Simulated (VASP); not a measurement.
Write the native input for VASP 6.6.1 that does the following.

```yaml
Task: single point
Functional: PBE
Potentials_or_basis: VASP PAW PBE potentials, release 64 (Sn_d, Ge_d, Te)
Cutoff: 520 eV
k_mesh: 6 × 6 × 6
Occupations: gaussian, width 0.02 eV
Spin: no spin polarisation
Dipole_correction: no
Further_INCAR_settings: ALGO = Normal; EDIFF = 1e-06; NBANDS = 50
```

The structure of Sn3GeTe4 lies in POSCAR:

```
Sn3GeTe4
1.0
    4.4707286542      2.5811763919      3.7446587712
   -4.4707286542      2.5811763919      3.7446587712
    0.0000000000     -5.1623527839      3.7446587712
Sn Ge Te
3 1 4
Direct
    0.4945306640      0.4945306640      0.9941219444
    0.4945306640      0.9941219444      0.4945306640
    0.9941219444      0.4945306640      0.4945306640
    0.9713189401      0.9713189401      0.9713189401
    0.5082842932      0.5082842932      0.5082842932
    0.0059203443      0.0059203443      0.5239857514
    0.0059203443      0.5239857514      0.0059203443
    0.5239857514      0.0059203443      0.0059203443
```

One way to write it, as run:

INCAR

```
PREC = Accurate
ENCUT = 520
EDIFF = 1E-6
ISMEAR = 0
SIGMA = 0.02
LREAL = False
LASPH = True
NELM = 60
ALGO = Normal
ISIF = 2
LWAVE = False
LCHARG = False
GGA = PE
NBANDS = 50
```

KPOINTS

```
Automatic mesh
0
Gamma
  6 6 6
```

Potentials or basis: VASP PAW PBE potentials, release 64 (Sn_d, Ge_d, Te).

Command:

```console
$ cat potpaw_PBE.64/Sn_d/POTCAR potpaw_PBE.64/Ge_d/POTCAR potpaw_PBE.64/Te/POTCAR > POTCAR
$ mpirun -np 1 vasp_std > vasp.out
```

Results of the run:

| Item | Value |
| --- | --- |
| Pressure | 0.0 GPa |
| Largest force | 0.012 eV/Å |
| Band gap on the k mesh | 0.22 eV, direct |

Caveat: spin-orbit coupling is left out, which moves the levels of the heavy elements.

Wall time 8.2 min on 1 thread of Oxide Virtual Turin-like Processor, with other jobs on the host, peak memory 0.52 GiB.
